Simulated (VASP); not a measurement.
# W (I4/mmm) in VASP: further runs, part 2 of 2

VASP 6.6.1.

### Step 3. Single point, r2SCAN (strain +0.050 along x and y, -0.050 along z)

File POSCAR:

```
W
1.0
   -1.6771650000      1.6771650000      1.5174350000
    1.6771650000     -1.6771650000      1.5174350000
    1.6771650000      1.6771650000     -1.5174350000
W
1
Direct
    0.0000000000      0.0000000000      0.0000000000
```

File INCAR.step1:

```
SYSTEM = W
ALGO = Normal ; EDIFF = 1E-4
ENCUT = 520 ; GGA = PE
ISMEAR = 0 ; LASPH = .True.
LCHARG = .False. ; LREAL = .False.
LWAVE = .True. ; NBANDS = 13
NELM = 80 ; PREC = Accurate
SIGMA = 0.15
```

File INCAR.step2:

```
SYSTEM = W
ALGO = Normal ; EDIFF = 1E-6
ENCUT = 520 ; ISIF = 2
ISMEAR = 0 ; ISTART = 1
LASPH = .True. ; LCHARG = .False.
LMIXTAU = .True. ; LREAL = .False.
LWAVE = .False. ; METAGGA = R2SCAN
NBANDS = 13 ; NELM = 80
PREC = Accurate ; SIGMA = 0.15
```

File KPOINTS:

```
k-points
0
Gamma
  20 20 20
  0 0 0
```

Potentials or basis: VASP PAW PBE potentials, release 64 (W_sv).

Run with:

```
> cat potpaw_PBE.64/W_sv/POTCAR > POTCAR
> cp INCAR.step1 INCAR
> mpirun -np 1 vasp_std > vasp.out
> cp INCAR.step2 INCAR
> mpirun -np 1 vasp_std > vasp.out
```

OUTCAR:

```text
SYSTEM = W
   EDIFF = 1E-6
   ENCUT = 520
   ISIF = 2
   ISMEAR = 0
   ISTART = 1
   LASPH = .True.
   LREAL = .False.
   METAGGA = R2SCAN
   NELM = 80
   PREC = Accurate

 ion  position               nearest neighbor table
   1  0.000  0.000  0.000-

  LATTYP: Found a body centered tetragonal cell.
 ALAT       =     3.3543300000
 C/A-ratio  =     0.9047619048

  Lattice vectors:

 A1 = (  -1.6771650000,   1.6771650000,   1.5174350000)
 A2 = (   1.6771650000,  -1.6771650000,   1.5174350000)
 A3 = (   1.6771650000,   1.6771650000,  -1.5174350000)

Analysis of symmetry for initial positions (statically):
=====================================================================
 Subroutine PRICEL returns:
 Original cell was already a primitive cell.

 Routine SETGRP: Setting up the symmetry group for a
 body centered tetragonal supercell.

 Subroutine GETGRP returns: Found 16 space group operations
 (whereof 16 operations were pure point group operations)
 out of a pool of 16 trial point group operations.

The static configuration has the point symmetry D_4h.

Analysis of symmetry for dynamics (positions and initial velocities):
=====================================================================
 Subroutine PRICEL returns:
 Original cell was already a primitive cell.

 Routine SETGRP: Setting up the symmetry group for a
 body centered tetragonal supercell.

 Subroutine GETGRP returns: Found 16 space group operations
 (whereof 16 operations were pure point group operations)
 out of a pool of 16 trial point group operations.

The dynamic configuration has the point symmetry D_4h.

 Subroutine INISYM returns: Found 16 space group operations
 (whereof 16 operations are pure point group operations),
 and found     1 'primitive' translations

----------------------------------------------------------------------------------------

                                     Primitive cell

  volume of cell :      17.0735

  direct lattice vectors                    reciprocal lattice vectors
    -1.677165000  1.677165000  1.517435000     0.000000000  0.298122129  0.329503405
     1.677165000 -1.677165000  1.517435000     0.298122129  0.000000000  0.329503405
     1.677165000  1.677165000 -1.517435000     0.298122129  0.298122129  0.000000000

  length of vectors
     2.815736823  2.815736823  2.815736823     0.444352673  0.444352673  0.421608358

  position of ions in fractional coordinates (direct lattice)
     0.000000000  0.000000000  0.000000000

  ion indices of the primitive-cell ions
   primitive index   ion index
                 1           1

----------------------------------------------------------------------------------------

 KPOINTS: k-points

Automatic generation of k-mesh.
 Grid dimensions read from file:
 generate k-points for:   20   20   20

 Generating k-lattice:

  Cartesian coordinates                     Fractional coordinates (reciprocal lattice)
     0.000000000  0.014906106  0.016475170     0.050000000 -0.000000000  0.000000000
     0.014906106  0.000000000  0.016475170    -0.000000000  0.050000000  0.000000000
     0.014906106  0.014906106  0.000000000     0.000000000  0.000000000  0.050000000

  Length of vectors
     0.022217634  0.022217634  0.021080418

  Shift w.r.t. Gamma in fractional coordinates (k-lattice)
     0.000000000  0.000000000  0.000000000

 Subroutine IBZKPT returns following result:
 ===========================================

 Found    641 irreducible k-points:

 Following reciprocal coordinates:
            Coordinates               Weight
  0.000000  0.000000  0.000000      1.000000
  0.050000  0.000000  0.000000      8.000000
  0.100000 -0.000000  0.000000      8.000000
  0.150000 -0.000000  0.000000      8.000000
  0.200000 -0.000000  0.000000      8.000000
  0.250000 -0.000000  0.000000      8.000000
[... 16 lines left out ...]
 -0.400000  0.050000  0.000000     16.000000
 -0.350000  0.050000 -0.000000     16.000000
 [... further k-points ...]
   k-points           NKPTS =    641   k-points in BZ     NKDIM =    641   number of bands    NBANDS=     13
   number of dos      NEDOS =    301   number of ions     NIONS =      1
   total plane-waves  NPLWV =  13824
   dimension x,y,z NGX =    24 NGY =   24 NGZ =   24
   dimension x,y,z NGXF=    48 NGYF=   48 NGZF=   48
   ions per type =               1
   NGX,Y,Z   is equivalent  to a cutoff of  14.17, 14.17, 14.17 a.u.
   NGXF,Y,Z  is equivalent  to a cutoff of  28.34, 28.34, 28.34 a.u.
 SYSTEM =  W
   PREC   = accura    normal or accurate (medium, high low for compatibility)
   ISTART =      1    job   : 0-new  1-cont  2-samecut
   ICHARG =      0    charge: 1-file 2-atom 10-const
   ISPIN  =      1    spin polarized calculation?
   LNONCOLLINEAR =      F non collinear calculations
   LSORBIT =      F    spin-orbit coupling
   LASPH  =      T    aspherical Exc in radial PAW
   ENCUT  =  520.0 eV  38.22 Ry    6.18 a.u.   5.24  5.24  5.24*2*pi/ulx,y,z
   NELM   =     80;   NELMIN=  2; NELMDL=  0     # of ELM steps
   EDIFF  = 0.1E-05   stopping-criterion for ELM
   LREAL  =      F    real-space projection
   EDIFFG = 0.1E-04   stopping-criterion for IOM
   NSW    =      0    number of steps for IOM
   IBRION =     -1    ionic relax: 0-MD 1-quasi-New 2-CG
   NFREE  =      0    steps in history (QN), initial steepest desc. (CG)
   ISIF   =      2    stress and relaxation
   ISYM   =      2    0-nonsym 1-usesym 2-fastsym
   POTIM  = 0.5000    time-step for ionic-motion
   TEBEG  =    0.0;   TEEND  =   0.0 temperature during run
   PSTRESS=    0.0 pullay stress
   NELECT =      14.0000    total number of electrons
   NUPDOWN=      -1.0000    fix difference up-down
   EMIN   =  10.00;   EMAX   =-10.00  energy-range for DOS
   EFERMI =   0.00;   METHOD = LEGACY
   ISMEAR =     0;   SIGMA  =   0.15  broadening in eV -4-tet -1-fermi 0-gaus
   EFERMI_NEDOS =   21; number of points for ismear=-14 and -15
   IALGO  =     38    algorithm
   IMIX   =      4    mixing-type and parameters
     AMIX     =   0.40;   BMIX     =  1.00
     AMIX_MAG =   1.60;   BMIX_MAG =  1.00
  volume/ion in A,a.u.               =      17.07       115.22
  Fermi-wavevector in a.u.,A,eV,Ry     =   1.532299  2.895626 31.945681  2.347941
  Thomas-Fermi vector in A             =   2.639525
   LORBIT       =      0    0 simple, 1 ext, 2 COOP (PROOUT), +10 PAW based schemes
   METAGGA = R2SCAN    functional components
   LHFCALC =     F    Hartree Fock is set to
   AEXX    =    0.0000 exact exchange contribution
   IVDW    =     0    specifies the selected vdW correction
   LEPSILON=     F    determine dielectric tensor
   LRPA    =     F    only Hartree local field effects (RPA)
 non-spin polarized calculation
 Gauss-broadening in eV      SIGMA  =   0.15
  energy-cutoff  :      520.00
  volume of cell :       17.07
 maximum number of plane-waves:       477
 NGX is ok and might be reduce to    24
   NGX = 11   NGY = 11   NGZ = 11

 number of electron      14.0000001 magnetization

 Free energy of the ion-electron system (eV)
  ---------------------------------------------------
  ext. energy  EPLUGINS =         0.00000000
  ---------------------------------------------------
  free energy    TOTEN  =       -51.18165640 eV

  energy without entropy =      -51.17700864  energy(sigma->0) =      -51.17933252

 E-fermi :  10.2466     XC(G=0): -14.4808

 val. band max:       10.2458895959   @ k =  -0.3000   0.3000   0.3000
 cond. band min:      10.2557441427   @ k =  -0.3000  -0.3500   0.3000
 fundamental gap:      0.0098545468
 Fermi energy:        10.2466493102

 k-point     1 :       0.0000    0.0000    0.0000
  band No.  band energies     occupation
      1     -65.9663      2.00000
      2     -28.9526      2.00000
      3     -28.9526      2.00000
      4     -28.8848      2.00000
      5       0.5434      2.00000
      6       8.2614      2.00000
      7       9.6509      2.00000
      8       9.6509      2.00000
      9      11.6238      0.00000
     10      13.4140      0.00000
     11      24.7584      0.00000
     12      24.7584      0.00000
     13      26.8602      0.00000
[... 353 lines left out ...]
 k-point    24 :      -0.3500    0.0500   -0.0000
  band No.  band energies     occupation
      1     -65.8833      2.00000
      2     -29.7085      2.00000
      3     -29.2242      2.00000
      4     -28.9675      2.00000
      5       3.9633      2.00000
      6       7.0545      2.00000
      7       8.6523      2.00000
      8      12.5828      0.00000
      9      12.8906      0.00000
     10      13.4004      0.00000
     11      23.3778      0.00000
     12      25.9107      0.00000
     13      29.6816      0.00000

 [... further k-points ...]

------------------------ aborting loop because EDIFF is reached ----------------------------------------

  FORCE on cell =-STRESS in cart. coord.  units (eV):
  Direction    XX          YY          ZZ          XY          YZ          ZX
  --------------------------------------------------------------------------------------
  -------------------------------------------------------------------------------------
  Total       -2.8718289     -2.8718289      0.2737172      0.0000000      0.0000000      0.0000000
  in kB     -269.4929889   -269.4929889     25.6856769      0.0000000      0.0000000      0.0000000
  external PRESSURE =    -171.1001003 kB  Pullay stress =       0.0000000 kB

 VOLUME and BASIS-vectors are now :
 -----------------------------------------------------------------------------
  energy-cutoff  :      520.00
  volume of cell :       17.07
      direct lattice vectors                 reciprocal lattice vectors
    -1.677165000  1.677165000  1.517435000     0.000000000  0.298122129  0.329503405
     1.677165000 -1.677165000  1.517435000     0.298122129  0.000000000  0.329503405
     1.677165000  1.677165000 -1.517435000     0.298122129  0.298122129  0.000000000

 POSITION                                       TOTAL-FORCE (eV/Angst)
 -----------------------------------------------------------------------------------
      0.00000      0.00000      0.00000         0.000000      0.000000      0.000000
 -----------------------------------------------------------------------------------
    total drift:                                0.000000      0.000000      0.000000

  FREE ENERGIE OF THE ION-ELECTRON SYSTEM (eV)
  ---------------------------------------------------
  free  energy   TOTEN  =       -51.1816563951 eV

  energy  without entropy=      -51.1770086374  energy(sigma->0) =      -51.17933252
```

It took 5.2 min on 1 thread of Intel Xeon Platinum 8259CL at 2.50GHz (Skylake/Cascade Lake), shared host; peak memory 0.26 GiB.

Results:

- Free energy: -51.1817 eV
- Pressure: -17.1 GPa
- Band gap on the k mesh: zero (bands 7 and 8 overlap by 5.79 eV)

Stress tensor (GPa, compression positive):
```
-26.95   0.00   0.00
  0.00 -26.95   0.00
  0.00   0.00   2.57
```

Levels at points of the mesh, in eV from the Fermi level:
```
           k point  band 3  band 4  band 5  band 6  band 7  band 8  band 9  band 10  band 11  band 12
(0.00, 0.00, 0.00)  -39.20  -39.13   -9.70   -1.99   -0.60   -0.60    1.38     3.17    14.51    14.51
(0.50, 0.00, 0.00)  -39.56  -39.23   -6.04   -3.79    0.61    2.21    4.01     5.63    10.75    11.73
(0.50, 0.50, 0.00)  -39.42  -39.16   -6.15   -2.38   -0.20    1.03    2.64     5.52     9.96    12.38
(0.50, 0.50, 0.50)  -40.01  -39.74   -5.52   -5.32    4.73    4.73    5.06     7.02     7.02     9.95
```

Caveat: the cell differs from its parent crystal (strain +0.050 along x and y, -0.050 along z); the stress differs along the axes, from -27 to 3 GPa; the PAW data sets were made with another functional, which shifts forces and pressure a little; spin-orbit coupling is left out, which moves the levels of the heavy elements.
